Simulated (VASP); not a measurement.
**AlNi3: single point with PBEsol**

Crystal: AlNi3.

```
Al Ni
1.0
     0.00000    2.68647    2.91034
     2.68647    0.00000    2.91034
     2.68647    2.68647    0.00000
Al Ni
1 3
Direct
  0.50000 0.50000 0.50000
  0.25000 0.25000 0.25000
  0.00000 0.00000 0.00000
  0.75000 0.75000 0.75000
```

This cell differs from its parent crystal: strain -0.040 along x and y, +0.040 along z.

```yaml
Program: VASP 6.6.1
Task: single point
Functional: PBEsol
Potentials_or_basis: VASP PAW PBE potentials, release 64 (Al, Ni)
Cutoff: 520 eV
k_mesh: 14 × 14 × 14
Occupations: gaussian, width 0.15 eV
Spin: no spin polarisation
Dipole_correction: no
Further_INCAR_settings: ALGO = Fast; EDIFF = 1e-07; NBANDS = 24
```

The pressure is 9.4 GPa.

Stress tensor (GPa, compression positive):
```
 8.63  0.00  0.00
 0.00  8.63  0.00
 0.00  0.00 11.08
```

Levels at points of the mesh, in eV from the Fermi level:
```csv
k point,band 13,band 14,band 15,band 16,band 17,band 18,band 19,band 20
"(0.00, 0.00, 0.00)",-0.70,-0.69,-0.46,-0.46,5.52,5.56,5.56,5.78
"(0.50, 0.00, 0.00)",-0.75,-0.71,-0.63,-0.37,-0.12,3.86,4.62,4.85
"(0.50, 0.50, 0.00)",-0.87,-0.55,-0.47,-0.47,-0.39,-0.29,-0.29,5.05
"(0.50, 0.00, 0.50)",-1.14,-1.04,-0.56,-0.52,-0.39,-0.34,0.23,4.28
```

It took 3.6 min on 1 thread of Intel(R) Xeon(R) Platinum 8488C (Sapphire Rapids), with other jobs on the host, peak memory 0.31 GiB.

Caveat: the cell differs from its parent crystal (strain -0.040 along x and y, +0.040 along z); the PAW data sets were made with another functional, which shifts forces and pressure a little. Spin polarisation is off, so any magnetic state and its effect on volume and gap are missing.
